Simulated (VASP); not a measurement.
# Co (P6_3/mmc) in VASP: notebook, part 2 of 2

VASP 6.6.1. The steps go on from the part before.

### Step 5. Single point, PBE, collinear spin, ferromagnetic start

This run uses another cell than the first one, of 9.80 Å³/atom, 1.091 times its volume.

Input file INCAR:

```
  PREC = Accurate
  ENCUT = 520
  EDIFF = 1E-7
  ISMEAR = 0
  SIGMA = 0.15
  LREAL = False
  LASPH = True
  NELM = 150
  ALGO = Fast
  ISIF = 2
  LWAVE = False
  LCHARG = True
  ISPIN = 2
  MAGMOM = 1.86 1.86
  LORBIT = 11
  LMAXMIX = 4
  GGA = PE
  LELF = True
  LVHAR = True
  NBANDS = 20
```

Input file KPOINTS:

```
regular mesh
0
Gamma
  21 21 12
```

Input file POSCAR:

```
Co
1.0
    2.4310000000      0.0000000000      0.0000000000
   -1.2155000000      2.1053077566      0.0000000000
    0.0000000000      0.0000000000      3.8306000000
Co
2
Direct
    0.3333333333      0.6666666667      0.2500000000
    0.6666666667      0.3333333333      0.7500000000
```

Potentials or basis: VASP PAW PBE potentials, release 64 (Co).

Started as:

```
$ cat potpaw_PBE.64/Co/POTCAR > POTCAR
$ mpirun -np 1 vasp_std > vasp.out
```

OUTCAR:

```text
PREC = Accurate
   ENCUT = 520
   EDIFF = 1E-7
   ISMEAR = 0
   LREAL = False
   LASPH = True
   NELM = 150
   ISIF = 2
   ISPIN = 2
   LORBIT = 11
   GGA = PE

 ion  position               nearest neighbor table
   1  0.333  0.667  0.250-   2 2.37   2 2.37   2 2.37   2 2.37   2 2.37   2 2.37
   2  0.667  0.333  0.750-   1 2.37   1 2.37   1 2.37   1 2.37   1 2.37   1 2.37

  LATTYP: Found a hexagonal cell.
 ALAT       =     2.4310000000
 C/A-ratio  =     1.5757301522

  Lattice vectors:

 A1 = (   2.4310000000,   0.0000000000,   0.0000000000)
 A2 = (  -1.2155000000,   2.1053077566,   0.0000000000)
 A3 = (   0.0000000000,   0.0000000000,   3.8306000000)

Analysis of symmetry for initial positions (statically):
=====================================================================
 Subroutine PRICEL returns:
 Original cell was already a primitive cell.

 Routine SETGRP: Setting up the symmetry group for a
 hexagonal supercell.

 Subroutine GETGRP returns: Found 24 space group operations
[... 755 lines left out ...]
      5      10.7433      1.00000
      6      11.0402      1.00000
[... 541 lines left out ...]
     19      38.4916      0.00000
     20      40.3185      0.00000

 [... further k-points ...]

------------------------ aborting loop because EDIFF is reached ----------------------------------------

  FORCE on cell =-STRESS in cart. coord.  units (eV):
  Direction    XX          YY          ZZ          XY          YZ          ZX
  --------------------------------------------------------------------------------------
  -------------------------------------------------------------------------------------
  Total        2.8503584      2.8503584      4.0910084      0.0000000      0.0000000      0.0000000
  in kB      232.9392603    232.9392603    334.3286567      0.0000000      0.0000000      0.0000000
  external PRESSURE =     266.7357258 kB  Pullay stress =       0.0000000 kB

 VOLUME and BASIS-vectors are now :
 -----------------------------------------------------------------------------
  energy-cutoff  :      520.00
  volume of cell :       19.61
      direct lattice vectors                 reciprocal lattice vectors
     2.431000000  0.000000000  0.000000000     0.411353353  0.237494969  0.000000000
    -1.215500000  2.105307757  0.000000000     0.000000000  0.474989938  0.000000000
     0.000000000  0.000000000  3.830600000     0.000000000  0.000000000  0.261055709

 POSITION                                       TOTAL-FORCE (eV/Angst)
 -----------------------------------------------------------------------------------
     -0.00000      1.40354      0.95765        -0.000000      0.000000      0.000000
      1.21550      0.70177      2.87295         0.000000     -0.000000      0.000000
 -----------------------------------------------------------------------------------
    total drift:                                0.000000     -0.000000     -0.000000

  FREE ENERGIE OF THE ION-ELECTRON SYSTEM (eV)
  ---------------------------------------------------
  free  energy   TOTEN  =       -13.9174036886 eV

  energy  without entropy=      -13.9006845840  energy(sigma->0) =      -13.90904414

 total charge

# of ion       s       p       d       tot
------------------------------------------
    1        0.534   0.616   7.344   8.494
    2        0.534   0.616   7.344   8.494
--------------------------------------------------
tot          1.068   1.232  14.689  16.988

 magnetization (x)

# of ion       s       p       d       tot
------------------------------------------
    1       -0.017  -0.057   1.591   1.517
    2       -0.017  -0.057   1.591   1.517
--------------------------------------------------
tot         -0.033  -0.114   3.182   3.034
```

stdout:

```text
POSCAR found type information on POSCAR Co
 POSCAR found :  1 types and       2 ions
 scaLAPACK will be used
 LDA part: xc-table for (Slater+PW92), standard interpolation
 POSCAR, INCAR and KPOINTS ok, starting setup
 FFT: planning ... GRIDC
 FFT: planning ... GRID_SOFT
 FFT: planning ... GRID
 WAVECAR not read
 entering main loop
WARNING in EDDRMM: call to ZHEGV failed, returncode =   8  4     20
WARNING in EDDRMM: call to ZHEGV failed, returncode =   8  4     19
WARNING in EDDRMM: call to ZHEGV failed, returncode =   8  4     20
WARNING in EDDRMM: call to ZHEGV failed, returncode =   8  4     20
WARNING in EDDRMM: call to ZHEGV failed, returncode =   8  4     19
 num prob  num prob WARNING in EDDRMM: call to ZHEGV failed, returncode =   8  4     17
 num prob WARNING in EDDRMM: call to ZHEGV failed, returncode =   6  3     20
 num prob  num prob  num prob  num prob RMM:  16    -0.139174036886E+02   -0.63885E-07   -0.14525E-07 24851   0.243E-03
```

Run time: 3.2 min. Hardware: 1 thread of Intel Xeon Platinum 8488C (Sapphire Rapids), shared host; peak memory 0.28 GiB.

What came out:

```yaml
Free_energy: -13.9174 eV
Pressure: 26.7 GPa
Net_moment: 3.03 μB per cell
Site_moments: Co +1.52 μB
Valence_electrons_inside_the_program's_atomic_spheres: Co 8.49
```

### Step 6. Summary

| cell | further INCAR settings | gap on the mesh (eV) | pressure (GPa) | moment (μB) |
| --- | --- | --- | --- | --- |
| a = 2.419, b = 2.419, c = 3.548 Å, angles 90.0, 90.0, 120.0°, 2 atoms | ALGO = Fast; EDIFF = 1e-06; NBANDS = 20 | none | 61.6 | 2.58 |
| a = 2.443, b = 2.443, c = 3.548 Å, angles 90.0, 90.0, 120.0°, 2 atoms | ALGO = Fast; EDIFF = 1e-07; NBANDS = 20 | none | 53.0 | 2.64 |
| a = 2.369, b = 2.369, c = 3.831 Å, angles 90.0, 90.0, 120.0°, 2 atoms | ALGO = Fast; EDIFF = 1e-06; NBANDS = 20 | none | 45.7 | 2.98 |
| a = 2.431, b = 2.431, c = 3.831 Å, angles 90.0, 90.0, 120.0°, 2 atoms | ALGO = Fast; EDIFF = 1e-07; NBANDS = 20 | none | 26.7 | 3.03 |

Alike in all rows: task single point; level PBE; potentials or basis VASP PAW PBE potentials, release 64 (Co); spin collinear, ferromagnetic start; k mesh 21 × 21 × 12; cutoff (eV) 520; smearing gaussian 0.15 eV.

Total energies depend on the potentials used, so only differences within one code and one set of settings carry meaning.
